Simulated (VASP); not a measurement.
# Mo (Im-3m) in VASP: notebook

Mo is run at these levels: PBEsol; tasks: relaxation of cell and atoms.

Everything below comes from runs of VASP 6.6.1. Logs are shortened: lines on timing, memory, paths and dates and some standing lists are left out, and cuts for length are marked.

### 1 The cell of the first run

Symmetry: Im-3m, No. 229, cubic system. The conventional cell has a = 3.130 Å, b = 3.130 Å, c = 3.130 Å, α = 90.00°, β = 90.00°, γ = 90.00°. Mo (site symmetry m-3m) has 14 Mo at 2.71 to 3.13 Å within 3.6 Å.

### 2 Relaxation of cell and atoms, PBEsol, target pressure 4 GPa, at which the enthalpy is minimised

INCAR reads:

```
SYSTEM = Mo
  PREC = Accurate
  ENCUT = 600
  EDIFF = 1E-7
  ISMEAR = -1
  SIGMA = 0.1
  LREAL = .False.
  LASPH = .True.
  NELM = 60
  ALGO = Normal
  ISIF = 3
  LWAVE = .False.
  LCHARG = .False.
  GGA = PS
  IBRION = 2
  NSW = 100
  EDIFFG = -0.002
  PSTRESS = 40.0
```

KPOINTS reads:

```
regular mesh
0
Gamma
  24 24 24
  0 0 0
```

POSCAR reads:

```
Mo
1.0
   -1.5649307107      1.5649307107      1.5649307107
    1.5649307107     -1.5649307107      1.5649307107
    1.5649307107      1.5649307107     -1.5649307107
Mo
1
Direct
    0.0000000000      0.0000000000      0.0000000000
```

Potentials or basis: VASP PAW PBE potentials, release 64 (Mo_sv).

Command:

```bash
$ cat potpaw_PBE.64/Mo_sv/POTCAR > POTCAR
$ mpirun -np 1 vasp_std > vasp.out
```

OUTCAR:

```text
SYSTEM = Mo
   PREC = Accurate
   ENCUT = 600
   EDIFF = 1E-7
   ISMEAR = -1
   LREAL = .False.
   LASPH = .True.
   NELM = 60
   ISIF = 3
   GGA = PS
   IBRION = 2
   NSW = 100
   EDIFFG = -0.002
   PSTRESS = 40.0

 ion  position               nearest neighbor table
   1  0.000  0.000  0.000-

  LATTYP: Found a body centered cubic cell.
 ALAT       =     3.1298614214

  Lattice vectors:

 A1 = (  -1.5649307107,   1.5649307107,   1.5649307107)
 A2 = (   1.5649307107,  -1.5649307107,   1.5649307107)
 A3 = (   1.5649307107,   1.5649307107,  -1.5649307107)

Analysis of symmetry for initial positions (statically):
=====================================================================
 Subroutine PRICEL returns:
 Original cell was already a primitive cell.

 Routine SETGRP: Setting up the symmetry group for a
 body centered cubic supercell.

 Subroutine GETGRP returns: Found 48 space group operations
 (whereof 48 operations were pure point group operations)
 out of a pool of 48 trial point group operations.

The static configuration has the point symmetry O_h .

Analysis of symmetry for dynamics (positions and initial velocities):
=====================================================================
 Subroutine PRICEL returns:
 Original cell was already a primitive cell.

 Routine SETGRP: Setting up the symmetry group for a
 body centered cubic supercell.

 Subroutine GETGRP returns: Found 48 space group operations
 (whereof 48 operations were pure point group operations)
 out of a pool of 48 trial point group operations.

The dynamic configuration has the point symmetry O_h .

 Subroutine INISYM returns: Found 48 space group operations
 (whereof 48 operations are pure point group operations),
 and found     1 'primitive' translations

----------------------------------------------------------------------------------------

                                     Primitive cell

  volume of cell :      15.3301

  direct lattice vectors                    reciprocal lattice vectors
    -1.564930711  1.564930711  1.564930711     0.000000000  0.319502964  0.319502964
     1.564930711 -1.564930711  1.564930711     0.319502964  0.000000000  0.319502964
     1.564930711  1.564930711 -1.564930711     0.319502964  0.319502964  0.000000000

  length of vectors
     2.710539501  2.710539501  2.710539501     0.451845424  0.451845424  0.451845424
[... 94 lines left out ...]
   ISMEAR =    -1;   SIGMA  =   0.10  broadening in eV -4-tet -1-fermi 0-gaus
   EFERMI_NEDOS =   21; number of points for ismear=-14 and -15
   IALGO  =     38    algorithm
   IMIX   =      4    mixing-type and parameters
     AMIX     =   0.40;   BMIX     =  1.00
     AMIX_MAG =   1.60;   BMIX_MAG =  1.00
  volume/ion in A,a.u.               =      15.33       103.45
  Fermi-wavevector in a.u.,A,eV,Ry     =   1.588312  3.001474 34.323880  2.522734
  Thomas-Fermi vector in A             =   2.687335
   LORBIT       =      0    0 simple, 1 ext, 2 COOP (PROOUT), +10 PAW based schemes
   GGA     = PS    functional components
   LHFCALC =     F    Hartree Fock is set to
   AEXX    =    0.0000 exact exchange contribution
   IVDW    =     0    specifies the selected vdW correction
   LEPSILON=     F    determine dielectric tensor
   LRPA    =     F    only Hartree local field effects (RPA)
 conjugate gradient relaxation of ions
 non-spin polarized calculation
  energy-cutoff  :      600.00
  volume of cell :       15.33
 maximum number of plane-waves:       535
 NGX is ok and might be reduce to    24
   NGX = 11   NGY = 11   NGZ = 11

--------------------------------------- Ionic step        1  -------------------------------------------

 number of electron      14.0000000 magnetization

 Free energy of the ion-electron system (eV)
  ---------------------------------------------------
  ext. energy  EPLUGINS =         0.00000000
  ---------------------------------------------------
  free energy    TOTEN  =       -11.78864781 eV

  energy without entropy =      -11.76752565  energy(sigma->0) =      -11.77808673

------------------------ aborting loop because EDIFF is reached ----------------------------------------

  FORCE on cell =-STRESS in cart. coord.  units (eV):
  Direction    XX          YY          ZZ          XY          YZ          ZX
  --------------------------------------------------------------------------------------
  -------------------------------------------------------------------------------------
  Total        0.0445400      0.0445400      0.0445400     -0.0000000      0.0000000     -0.0000000
  in kB        4.6549567      4.6549567      4.6549567     -0.0000000      0.0000000     -0.0000000
  external PRESSURE =     -35.3450433 kB  Pullay stress =      40.0000000 kB
[... 98 lines left out ...]
--------------------------------------- Ionic step        4  -------------------------------------------

 number of electron      13.9999999 magnetization

 Free energy of the ion-electron system (eV)
  ---------------------------------------------------
  ext. energy  EPLUGINS =         0.00000000
  ---------------------------------------------------
  free energy    TOTEN  =       -11.78606001 eV

  energy without entropy =      -11.76508205  energy(sigma->0) =      -11.77557103

 E-fermi :  13.0011     XC(G=0): -13.7085

 val. band max:       12.9968150412   @ k =  -0.1667   0.2083   0.0833
 cond. band min:      13.0029569529   @ k =  -0.1250   0.2083   0.0417
 fundamental gap:      0.0061419116
 Fermi energy:        13.0011318798

 k-point     1 :       0.0000    0.0000    0.0000
  band No.  band energies     occupation
      1     -48.2162      2.00000
      2     -21.4267      2.00000
      3     -21.4267      2.00000
      4     -21.4267      2.00000
      5       5.5948      2.00000
      6      11.5525      2.00000
      7      11.5525      2.00000
      8      11.5525      2.00000
      9      14.6879      0.00000
     10      14.6879      0.00000
     11      27.8355      0.00000
[... 309 lines left out ...]
 k-point    24 :       0.4583    0.0417    0.0000
  band No.  band energies     occupation
      1     -47.9128      2.00000
      2     -22.9708      2.00000
      3     -21.9261      2.00000
      4     -21.4526      2.00000
      5       7.4988      2.00000
      6       9.4412      2.00000
      7      14.2680      0.00001
      8      14.7389      0.00000
      9      15.6283      0.00000
     10      18.0899      0.00000
     11      25.0428      0.00000

 [... further k-points ...]

------------------------ aborting loop because EDIFF is reached ----------------------------------------

  FORCE on cell =-STRESS in cart. coord.  units (eV):
  Direction    XX          YY          ZZ          XY          YZ          ZX
  --------------------------------------------------------------------------------------
  -------------------------------------------------------------------------------------
  Total        0.3799234      0.3799234      0.3799234      0.0000000      0.0000000      0.0000000
  in kB       40.1965340     40.1965340     40.1965340      0.0000000      0.0000000      0.0000000
  external PRESSURE =       0.1965340 kB  Pullay stress =      40.0000000 kB
[... 20 lines left out ...]
  energy  without entropy=      -11.7650820481  energy(sigma->0) =      -11.77557103

  enthalpy is  TOTEN    =       -11.4079941388 eV   P V=        0.3780658752

 reached required accuracy - stopping structural energy minimisation
```

It took 65 s on 1 thread of Intel Xeon 6975P-C (Granite Rapids), shared host; peak memory 0.22 GiB.

What came out:

```yaml
Free_energy: -11.7861 eV
Relaxed_volume: 15.14 Å³/atom
Relaxed_cell: a = 2.699 Å, b = 2.699 Å, c = 2.699 Å, α = 109.47°, β = 109.47°, γ = 109.47°
Space_group_after_relaxing_to_0.1_Å: Im-3m (No. 229)
Energy_change_on_relaxing_the_run_minimises_the_enthalpy: +2.6 meV/atom
Ionic_steps: 4
Pressure_after_relaxing: 4.0 GPa
Band_gap_on_the_k_mesh: zero (bands 7 and 8 overlap by 5.63 eV)
```

Step by step:
```tsv
step	energy change (eV)	largest force (eV/Å)	pressure (GPa)	volume (Å³)
1	0.0000	0.0000	0.47	15.33
2	0.0363	0.0000	15.93	14.59
3	0.0025	0.0000	3.95	15.15
4	0.0026	0.0000	4.02	15.14
```

Final structure:
```xyz
1
Lattice="-1.5585 1.5585 1.5585 1.5585 -1.5585 1.5585 1.5585 1.5585 -1.5585" Properties=species:S:1:pos:R:3 pbc="T T T"
Mo    0.0000    0.0000    0.0000
```

Levels at points of the mesh, in eV from the Fermi level:
```csv
k point,band 5,band 6,band 7,band 8,band 9,band 10
"(0.00, 0.00, 0.00)",-7.41,-1.45,-1.45,-1.45,1.69,1.69
"(0.50, 0.00, 0.00)",-5.57,-3.59,1.71,1.74,2.40,4.99
"(0.50, 0.50, 0.50)",-5.74,-5.74,4.18,4.18,4.18,9.25
```

Caveat: the cell is relaxed towards a set pressure, so the run minimises the enthalpy, not the energy; the PAW data sets were made with another functional, which shifts forces and pressure a little.

### 3 Relaxation of cell and atoms, PBEsol, target pressure 7 GPa, at which the enthalpy is minimised

INCAR reads:

```
SYSTEM = Mo
PREC = Accurate
ENCUT = 600
EDIFF = 1E-6
ISMEAR = -1
SIGMA = 0.1
LREAL = .FALSE.
LASPH = .TRUE.
NELM = 60
ALGO = Normal
ISIF = 3
LWAVE = .FALSE.
LCHARG = .FALSE.
GGA = PS
IBRION = 2
NSW = 100
EDIFFG = -0.002
PSTRESS = 70.0
```

KPOINTS reads:

```
regular mesh
0
G
  24 24 24
  0 0 0
```

POSCAR is that of step 2.

Potentials or basis: VASP PAW PBE potentials, release 64 (Mo_sv).

Command:

```bash
$ cat potpaw_PBE.64/Mo_sv/POTCAR > POTCAR
$ mpirun -np 1 vasp_std > vasp.out
```

Run time: 86 s. Hardware: 1 thread of Intel Xeon 6975P-C (Granite Rapids), shared host; peak memory 0.22 GiB.

The run converged. Its results:

```yaml
Free_energy: -11.7810 eV
Relaxed_volume: 15.00 Å³/atom
Relaxed_cell: a = 2.691 Å, b = 2.691 Å, c = 2.691 Å, α = 109.47°, β = 109.47°, γ = 109.47°
Space_group_after_relaxing_to_0.1_Å: Im-3m (No. 229)
Energy_change_on_relaxing_the_run_minimises_the_enthalpy: +7.7 meV/atom
Ionic_steps: 7
Pressure_after_relaxing: 7.0 GPa
Band_gap_on_the_k_mesh: zero (bands 7 and 8 overlap by 5.70 eV)
```

Step by step:
```
step  energy change (eV)  largest force (eV/Å)  pressure (GPa)  volume (Å³)
   1              0.0000                0.0000            0.47        15.33
   2              0.1259                0.0000           31.92        13.98
   3              0.0072                0.0000            6.83        15.01
   4              0.0076                0.0000            6.96        15.00
   5              0.0079                0.0000            7.07        14.99
   6              0.0073                0.0000            6.86        15.00
   7              0.0077                0.0000            7.00        15.00
```

Final structure:
```
Mo
1.0
    -1.55346    1.55346    1.55346
     1.55346   -1.55346    1.55346
     1.55346    1.55346   -1.55346
Mo
1
Direct
  0.00000 0.00000 0.00000
```

Levels at points of the mesh, in eV from the Fermi level:
```
           k point  band 5  band 6  band 7  band 8  band 9  band 10
(0.00, 0.00, 0.00)   -7.44   -1.47   -1.47   -1.47    1.70     1.70
(0.50, 0.00, 0.00)   -5.63   -3.64    1.75    1.76    2.43     5.06
(0.50, 0.50, 0.50)   -5.82   -5.82    4.23    4.23    4.23     9.33
```

Caveat: the cell is relaxed towards a set pressure, so the run minimises the enthalpy, not the energy; the PAW data sets were made with another functional, which shifts forces and pressure a little.

### 4 Relaxation of cell and atoms, PBEsol, target pressure 10 GPa, at which the enthalpy is minimised

INCAR reads:

```
SYSTEM = Mo
ALGO = Normal
EDIFF = 1E-6
EDIFFG = -0.002
ENCUT = 600
GGA = PS
IBRION = 2
ISIF = 3
ISMEAR = -1
LASPH = .TRUE.
LCHARG = .FALSE.
LREAL = .FALSE.
LWAVE = .FALSE.
NELM = 100
NSW = 100
PREC = Accurate
PSTRESS = 100.0
SIGMA = 0.1
```

KPOINTS reads:

```
k-points
0
G
  24 24 24
  0 0 0
```

POSCAR is that of step 3.

Command:

```bash
$ cat potpaw_PBE.64/Mo_sv/POTCAR > POTCAR
$ mpirun -np 1 vasp_std > vasp.out
```

It took 94 s on 1 thread of Intel Xeon 6975P-C (Granite Rapids), shared host; peak memory 0.23 GiB.

Results (log left out):

| Property | Result |
| --- | --- |
| Free energy | -11.7735 eV |
| Relaxed volume | 14.85 Å³/atom |
| Relaxed cell | a = 2.682 Å, b = 2.682 Å, c = 2.682 Å, α = 109.47°, β = 109.47°, γ = 109.47° |
| Space group after relaxing (to 0.1 Å) | Im-3m (No. 229) |
| Energy change on relaxing (the run minimises the enthalpy) | +15.2 meV/atom |
| Ionic steps | 8 |
| Pressure after relaxing | 10.0 GPa |
| Band gap on the k mesh | zero (bands 7 and 8 overlap by 5.78 eV) |

The path:
| step | energy change (eV) | largest force (eV/Å) | pressure (GPa) | volume (Å³) |
| --- | --- | --- | --- | --- |
| 1 | 0.0000 | 0.0000 | 0.47 | 15.33 |
| 2 | 0.2774 | 0.0000 | 50.92 | 13.39 |
| 3 | 0.0139 | 0.0000 | 9.56 | 14.87 |
| 4 | 0.0150 | 0.0000 | 9.93 | 14.86 |
| 5 | 0.0156 | 0.0000 | 10.14 | 14.85 |
| 6 | 0.0141 | 0.0000 | 9.71 | 14.87 |
| 7 | 0.0152 | 0.0000 | 10.02 | 14.85 |
| 8 | 0.0152 | 0.0000 | 10.01 | 14.85 |

Final structure:
```
CELL_PARAMETERS angstrom
-1.54855 1.54855 1.54855
1.54855 -1.54855 1.54855
1.54855 1.54855 -1.54855
ATOMIC_POSITIONS crystal
Mo 0.00000 0.00000 0.00000
```

Levels at points of the mesh, in eV from the Fermi level:
| k point | band 5 | band 6 | band 7 | band 8 | band 9 | band 10 |
| --- | --- | --- | --- | --- | --- | --- |
| (0.00, 0.00, 0.00) | -7.47 | -1.49 | -1.49 | -1.49 | 1.72 | 1.72 |
| (0.50, 0.00, 0.00) | -5.69 | -3.69 | 1.78 | 1.79 | 2.46 | 5.13 |
| (0.50, 0.50, 0.50) | -5.90 | -5.90 | 4.29 | 4.29 | 4.29 | 9.41 |

Caveat: the cell is relaxed towards a set pressure, so the run minimises the enthalpy, not the energy; the PAW data sets were made with another functional, which shifts forces and pressure a little.

### 5 Relaxation of cell and atoms, PBEsol, target pressure 15 GPa, at which the enthalpy is minimised

INCAR reads:

```
SYSTEM = Mo
  PREC = Accurate
  ENCUT = 600
  EDIFF = 1E-7
  ISMEAR = -1
  SIGMA = 0.1
  LREAL = .False.
  LASPH = .True.
  NELM = 100
  ALGO = Normal
  ISIF = 3
  LWAVE = .False.
  LCHARG = .False.
  GGA = PS
  IBRION = 2
  NSW = 100
  EDIFFG = -0.002
  PSTRESS = 150.0
```

KPOINTS reads:

```
regular mesh
0
Gamma
  24 24 24
  0 0 0
```

POSCAR is that of step 4.

Command:

```bash
$ cat potpaw_PBE.64/Mo_sv/POTCAR > POTCAR
$ mpirun -np 1 vasp_std > vasp.out
```

It took 97 s on 1 thread of Intel Xeon 6975P-C (Granite Rapids), shared host; peak memory 0.23 GiB.

Results (log left out):

| Property | Result |
| --- | --- |
| Free energy | -11.7562 eV |
| Relaxed volume | 14.63 Å³/atom |
| Relaxed cell | a = 2.669 Å, b = 2.669 Å, c = 2.669 Å, α = 109.47°, β = 109.47°, γ = 109.47° |
| Space group after relaxing (to 0.1 Å) | Im-3m (No. 229) |
| Energy change on relaxing (the run minimises the enthalpy) | +32.5 meV/atom |
| Ionic steps | 7 |
| Pressure after relaxing | 15.0 GPa |
| Band gap on the k mesh | zero (bands 7 and 8 overlap by 5.91 eV) |

The path:
```
step  energy change (eV)  largest force (eV/Å)  pressure (GPa)  volume (Å³)
   1              0.0000                0.0000            0.47        15.33
   2              0.6891                0.0000           90.56        12.45
   3              0.0280                0.0000           13.84        14.68
   4              0.0317                0.0000           14.82        14.64
   5              0.0330                0.0000           15.14        14.63
   6              0.0309                0.0000           14.62        14.65
   7              0.0325                0.0000           15.00        14.63
```

Final structure:
```
CELL_PARAMETERS angstrom
-1.54078 1.54078 1.54078
1.54078 -1.54078 1.54078
1.54078 1.54078 -1.54078
ATOMIC_POSITIONS crystal
Mo 0.00000 0.00000 0.00000
```

Levels at points of the mesh, in eV from the Fermi level:
```csv
k point,band 3,band 4,band 5,band 6,band 7,band 8,band 9,band 10,band 11
"(0.00, 0.00, 0.00)",-34.35,-34.35,-7.52,-1.53,-1.53,-1.53,1.74,1.74,14.87
"(0.50, 0.00, 0.00)",-34.90,-34.37,-5.79,-3.77,1.82,1.86,2.51,5.24,12.03
"(0.50, 0.50, 0.50)",-35.54,-35.54,-6.03,-6.03,4.38,4.38,4.38,9.53,9.53
```

Caveat: the cell is relaxed towards a set pressure, so the run minimises the enthalpy, not the energy; the PAW data sets were made with another functional, which shifts forces and pressure a little.

### 6 Relaxation of cell and atoms, PBEsol

This run uses another cell than the first one, of 15.58 Å³/atom.

INCAR reads:

```
SYSTEM = Mo
PREC     = Accurate       ! precision mode
ENCUT    = 600            ! plane-wave cutoff, eV
EDIFF    = 1E-7           ! SCF threshold, eV
ISMEAR   = -1             ! smearing method
SIGMA    = 0.1            ! smearing width, eV
LREAL    = .False.        ! projectors in reciprocal space
LASPH    = .True.         ! aspherical terms in the spheres
NELM     = 100            ! most SCF steps
ALGO     = Normal         ! electronic algorithm
ISIF     = 3              ! what is computed and relaxed
LWAVE    = .False.        ! write WAVECAR
LCHARG   = .False.        ! write CHGCAR
GGA      = PS             ! functional
IBRION   = 2              ! ionic algorithm
NSW      = 100            ! ionic steps
EDIFFG   = -0.002         ! ionic threshold
```

KPOINTS reads:

```
Automatic mesh
0
Gamma
  24 24 24
  0 0 0
```

POSCAR reads:

```
Mo
1.0
   -1.5734150000      1.5734150000      1.5734150000
    1.5734150000     -1.5734150000      1.5734150000
    1.5734150000      1.5734150000     -1.5734150000
Mo
1
Direct
    0.0000000000      0.0000000000      0.0000000000
```

Potentials or basis: VASP PAW PBE potentials, release 64 (Mo_sv).

Command:

```bash
$ cat potpaw_PBE.64/Mo_sv/POTCAR > POTCAR
$ mpirun -np 1 vasp_std > vasp.out
```

It took 67 s on 1 thread of Intel Xeon 6975P-C (Granite Rapids), shared host; peak memory 0.22 GiB.

It converged, with:

```
Free energy                           : -11.7890 eV
Relaxed volume                        : 15.35 Å³/atom
Relaxed cell                          : a = 2.712 Å, b = 2.712 Å, c = 2.712 Å, α = 109.47°, β = 109.47°, γ = 109.47°
Space group after relaxing (to 0.1 Å) : Im-3m (No. 229)
Energy gained by relaxing             : 2.8 meV/atom
Ionic steps                           : 4
Pressure after relaxing               : 0.0 GPa
Band gap on the k mesh                : zero (bands 7 and 8 overlap by 5.52 eV)
```

Step by step:
| step | energy change (eV) | largest force (eV/Å) | pressure (GPa) | volume (Å³) |
| --- | --- | --- | --- | --- |
| 1 | 0.0000 | 0.0000 | -3.96 | 15.58 |
| 2 | 0.0213 | 0.0000 | 12.80 | 14.73 |
| 3 | -0.0028 | 0.0000 | -0.06 | 15.36 |
| 4 | -0.0028 | 0.0000 | 0.02 | 15.35 |

Final structure:
```
Mo
1.0
    -1.56576    1.56576    1.56576
     1.56576   -1.56576    1.56576
     1.56576    1.56576   -1.56576
Mo
1
Direct
  0.00000 0.00000 0.00000
```

Levels at points of the mesh, in eV from the Fermi level:
```tsv
k point	band 3	band 4	band 5	band 6	band 7	band 8	band 9	band 10	band 11
(0.00, 0.00, 0.00)	-34.46	-34.46	-7.36	-1.42	-1.42	-1.42	1.66	1.66	14.82
(0.50, 0.00, 0.00)	-34.93	-34.47	-5.48	-3.51	1.66	1.71	2.35	4.89	11.95
(0.50, 0.50, 0.50)	-35.48	-35.48	-5.62	-5.62	4.10	4.10	4.10	9.14	9.14
```

Caveat: the PAW data sets were made with another functional, which shifts forces and pressure a little.

### 7 Overview

| cell | gap on the mesh (eV) | pressure (GPa) |
| --- | --- | --- |
| relaxed to 4 GPa from a = 2.711 Å, angles 109.5°, 1 atom | none | 4.0 |
| relaxed to 7 GPa from a = 2.711 Å, angles 109.5°, 1 atom | none | 7.0 |
| relaxed to 10 GPa from a = 2.711 Å, angles 109.5°, 1 atom | none | 10.0 |
| relaxed to 15 GPa from a = 2.711 Å, angles 109.5°, 1 atom | none | 15.0 |
| relaxed from a = 2.725 Å, angles 109.5°, 1 atom | none | 0.0 |

Alike in all rows: task relaxation of cell and atoms; level PBEsol; potentials or basis VASP PAW PBE potentials, release 64 (Mo_sv); no spin polarisation; k mesh 24 × 24 × 24; cutoff (eV) 600; smearing fermi-dirac 0.1 eV.

Caveats: the PAW data sets were made with another functional, which shifts forces and pressure a little; the cell is relaxed towards a set pressure, so the run minimises the enthalpy, not the energy (at least some runs).

Total energies depend on the potentials used, so only differences within one code and one set of settings carry meaning.
